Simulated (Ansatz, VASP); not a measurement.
## One calculation of Ga2P, two programs

Contents of INCAR:

```
SYSTEM = Ga2P
PREC = Accurate
ENCUT = 600
EDIFF = 1E-7
ISMEAR = 0
SIGMA = 0.1
LREAL = .FALSE.
LASPH = .TRUE.
NELM = 80
ALGO = Normal
ISIF = 3
LWAVE = .FALSE.
LCHARG = .FALSE.
GGA = PE
IBRION = 2
NSW = 100
EDIFFG = -0.01
```

KPOINTS

```
regular mesh
0
G
  12 12 2
  0 0 0
```

File POSCAR:

```
Ga2P
1.0
    3.0257457846      0.0000000000      0.0000000000
   -1.5128728923      2.6203727149      0.0000000000
    0.0000000000      0.0000000000     20.8766773629
Ga P
4 2
Direct
    0.3333333333      0.6666666667      0.9030275478
    0.3333333333      0.6666666667      0.5969724522
    0.6666666667      0.3333333333      0.0969724522
    0.6666666667      0.3333333333      0.4030275478
    0.0000000000      0.0000000000      0.0000000000
    0.0000000000      0.0000000000      0.5000000000
```

Input for Ansatz:

```yaml
crystal:
  lattice:
    - [3.0257457846, 0.0, 0.0]
    - [-1.5128728923, 2.6203727149, 0.0]
    - [0.0, 0.0, 20.8766773629]
  atoms:
    - { symbol: Ga, position: [0.3333333333, 0.6666666667, 0.9030275478] }
    - { symbol: Ga, position: [0.3333333333, 0.6666666667, 0.5969724522] }
    - { symbol: Ga, position: [0.6666666667, 0.3333333333, 0.0969724522] }
    - { symbol: Ga, position: [0.6666666667, 0.3333333333, 0.4030275478] }
    - { symbol: P, position: [0.0, 0.0, 0.0] }
    - { symbol: P, position: [0.0, 0.0, 0.5] }
basis:
  ecutwfc: 420
kpoints:
  mp_grid: { grid: [12, 12, 2] }
hamiltonian:
  xc: pbe
scf:
  occupations: { method: gaussian, width: 0.1 }
output:
  forces: true
  stress: true
  eigenvalues: true
  write_density: true
  write_potential: true
  elf: true
  volumetric_format: npy
relax:
  adjacent_minimum: "off"
  f_tol: 0.01
  max_steps: 80
  cell: { stress_tol: 0.05 }
```

Change from the starting cell: species swapped into the VS2 type (P6_3/mmc, No. 194).

Alike in both runs: task relaxation of cell and atoms; functional PBE; k mesh 12 × 12 × 2; occupations gaussian, width 0.1 eV; no spin polarisation.

|  | VASP | Ansatz |
| --- | --- | --- |
| version | VASP 6.6.1 | Ansatz 0.2.0 |
| potentials or method | VASP PAW PBE potentials, release 64 (Ga_d, P), cutoff 600 eV | scalar-relativistic, plane waves, PAW |
| valence electrons in the cell | 62 | 62 |

|  | VASP | Ansatz | Ansatz less VASP |
| --- | --- | --- | --- |
| gap on the k mesh at the Fermi level, each at its own relaxed structure (eV) | none | none | - |
| relaxed volume (Å³/atom) | 27.98 | 18.12 | -9.858 |
| relaxed cell length with the largest relative difference (Å) | 21.899 | 15.412 | -6.4865 |

A gap of «none» marks a metal or a gap that the smearing closes. One of these differences is far larger than is usual between the two programs; its cause wasn't traced.
